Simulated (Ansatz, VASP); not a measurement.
## One calculation of SiC, two programs

```
Si C
1.0
     3.09606    0.00000    0.00000
    -1.54803    2.68127    0.00000
     0.00000    0.00000   10.13734
Si C
4 4
Cartesian
  0.0000 0.0000 1.9047
  0.0000 0.0000 6.9734
  0.0000 1.7875 4.4386
  1.5480 0.8938 9.5072
  0.0000 0.0000 0.0047
  0.0000 0.0000 5.0733
  0.0000 1.7875 2.5323
  1.5480 0.8938 7.6010
```

Alike in both runs: task single point; functional LDA; k mesh 10 × 10 × 3; occupations fermi-dirac, width 0.05 eV; no spin polarisation.

|  | VASP | Ansatz |
| --- | --- | --- |
| version | VASP 6.6.1 | Ansatz 0.2.0 |
| potentials or method | VASP PAW LDA potentials, release 64 (Si, C) | PseudoDojo standard (LDA files) |
| plane-wave cutoff (eV) | 520 | 1116 |
| valence electrons in the cell | 32 | 32 |

|  | VASP | Ansatz | Ansatz less VASP |
| --- | --- | --- | --- |
| gap on the k mesh at the Fermi level (eV) | 2.16 | 2.18 | +0.021 |
| least direct gap on the mesh (eV) | 3.28 | 3.31 | +0.025 |

LDA's correlation is that of Perdew and Zunger in VASP and of Perdew and Wang (1992) in Ansatz.

Noted on Ansatz's run: odd divisions of the mesh miss points on the zone boundary, where band edges often lie, so the gap on the mesh can be too wide.
